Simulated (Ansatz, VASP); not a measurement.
Two plane-wave programs on CoO

File INCAR:

```
ALGO = Normal ; EDIFF = 1E-7
ENCUT = 520 ; GGA = PE
ISIF = 2 ; ISMEAR = 0
ISPIN = 2 ; LASPH = T
LCHARG = F ; LMAXMIX = 4
LORBIT = 11 ; LREAL = F
LWAVE = F ; MAGMOM = 3 -3 0 0
NBANDS = 27 ; NELM = 150
PREC = Accurate ; SIGMA = 0.1
```

KPOINTS

```
k-points
0
Gamma
  16 16 8
```

The input POSCAR:

```
CoO
1.0
    2.6161540064      0.0000000000      0.0000000000
    0.0000000000      2.6161540064      0.0000000000
    0.0000000000      0.0000000000      5.2323080128
Co O
2 2
Direct
    0.0000000000      0.0000000000      0.0000000000
    0.0000000000      0.0000000000      0.5000000000
    0.5000000000      0.5000000000      0.2500000000
    0.5000000000      0.5000000000      0.7500000000
```

Input for Ansatz:

```yaml
crystal:
  lattice:
    - [2.6161540064, 0.0, 0.0]
    - [0.0, 2.6161540064, 0.0]
    - [0.0, 0.0, 5.2323080128]
  atoms:
    - { symbol: Co, position: [0.0, 0.0, 0.0], spin: 3.0 }
    - { symbol: O, position: [0.5, 0.5, 0.25] }
    - { symbol: Co, position: [0.0, 0.0, 0.5], spin: -3.0 }
    - { symbol: O, position: [0.5, 0.5, 0.75] }
basis:
  ecutwfc: 420
kpoints:
  mp_grid: { grid: [16, 16, 8] }
hamiltonian:
  xc: pbe
scf:
  occupations: { method: gaussian, width: 0.1 }
  lower_state_search: "off"
output:
  forces: true
  stress: true
  eigenvalues: true
  populations: true
magnetization:
  spin_polarized: true
```

Alike in both runs: task single point; functional PBE; k mesh 16 × 16 × 8; occupations gaussian, width 0.1 eV; collinear spin.

|  | VASP | Ansatz |
| --- | --- | --- |
| version | VASP 6.6.1 | Ansatz 0.2.0 |
| potentials or method | VASP PAW PBE potentials, release 64 (Co, O), cutoff 520 eV | scalar-relativistic, plane waves, PAW |
| valence electrons in the cell | 30 | 46 |

Ansatz gave:

| Property | Result |
| --- | --- |
| gap on the k mesh at the Fermi level (eV) | none |
| pressure (GPa) | -0.4 |
| net moment per atom (μB) | 0.00 |
| size of the moment on the site where the two differ most (μB) | 2.31 |

Question: Which values does VASP return?

Answer: gap on the k mesh at the Fermi level (eV): none; pressure (GPa): -1.1; net moment per atom (μB): 0.00; size of the moment on the site where the two differ most (μB): 2.32.

Site moments also hang on the region over which each program counts them. A gap of «none» marks a metal or a gap that the smearing closes. VASP's potentials hold 30 valence electrons a cell and Ansatz's 46, so a difference there can come from the potentials and not from the codes.
